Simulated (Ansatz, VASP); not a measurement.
# Two plane-wave programs on Ti2AlN3

INCAR

```
SYSTEM = Ti2AlN3
PREC     = Accurate       ! precision mode
ENCUT    = 520            ! plane-wave cutoff, eV
EDIFF    = 1E-6           ! SCF threshold, eV
ISMEAR   = 0              ! smearing method
SIGMA    = 0.1            ! smearing width, eV
LREAL    = .FALSE.        ! projectors in reciprocal space
LASPH    = .TRUE.         ! aspherical terms in the spheres
NELM     = 150            ! most SCF steps
ALGO     = Normal         ! electronic algorithm
ISIF     = 2              ! what is computed and relaxed
LWAVE    = .FALSE.        ! write WAVECAR
LCHARG   = .FALSE.        ! write CHGCAR
ISPIN    = 2              ! spin polarisation
MAGMOM   = 1 1 0 0 0 0    ! initial moments
LORBIT   = 11             ! projections on sites
LMAXMIX  = 4              ! l up to which the mixer works
GGA      = PE             ! functional
NBANDS   = 34             ! bands
```

File KPOINTS:

```
Automatic mesh
0
G
  6 6 2
  0 0 0
```

File POSCAR:

```
Ti2AlN3
1.0
    3.2821556600      0.0000000000      0.0000000000
   -1.6410778300      2.8424301800      0.0000000000
    0.0000000000      0.0000000000      8.0396066100
Ti Al N
2 1 3
Direct
    0.3333333300      0.6666666700      0.1666666700
    0.6666666700      0.3333333300      0.8333333300
    0.0000000000      0.0000000000      0.5000000000
    0.6666666700      0.3333333300      0.3333333300
    0.3333333300      0.6666666700      0.6666666700
    0.0000000000      0.0000000000      0.0000000000
```

Input for Ansatz:

```yaml
crystal:
  lattice:
    - [3.28215566, 0.0, 0.0]
    - [-1.64107783, 2.84243018, 0.0]
    - [0.0, 0.0, 8.03960661]
  atoms:
    - { symbol: Ti, position: [0.33333333, 0.66666667, 0.16666667], spin: 1.0 }
    - { symbol: Ti, position: [0.66666667, 0.33333333, 0.83333333], spin: 1.0 }
    - { symbol: Al, position: [0.0, 0.0, 0.5] }
    - { symbol: "N", position: [0.66666667, 0.33333333, 0.33333333] }
    - { symbol: "N", position: [0.33333333, 0.66666667, 0.66666667] }
    - { symbol: "N", position: [0.0, 0.0, 0.0] }
basis:
  ecutwfc: 420
kpoints:
  mp_grid: { grid: [6, 6, 2] }
hamiltonian:
  xc: pbe
scf:
  occupations: { method: gaussian, width: 0.1 }
  lower_state_search: "off"
output:
  forces: true
  stress: true
  eigenvalues: true
  populations: true
magnetization:
  spin_polarized: true
```

Alike in both runs: task single point; functional PBE; k mesh 6 × 6 × 2; occupations gaussian, width 0.1 eV; collinear spin.

|  | VASP | Ansatz |
| --- | --- | --- |
| version | VASP 6.6.1 | Ansatz 0.2.0 |
| potentials or method | VASP PAW PBE potentials, release 64 (Ti_sv, Al, N), cutoff 520 eV | scalar-relativistic, plane waves, PAW |
| valence electrons in the cell | 42 | 42 |

Ansatz gave:

* gap on the k mesh at the Fermi level (eV): none
* rms of the force components (eV/Å): 0.569
* net moment per atom (μB): 0.00

Problem. Estimate VASP's values.

Solution. gap on the k mesh at the Fermi level (eV): none; rms of the force components (eV/Å): 0.570; net moment per atom (μB): 0.00.

Atom by atom the forces differ by 0.005 eV/Å (rms over components). A gap of «none» marks a metal or a gap that the smearing closes. Ansatz's warnings: seeded moment not kept.

The k mesh is coarse, so the values compare programs but aren't converged.
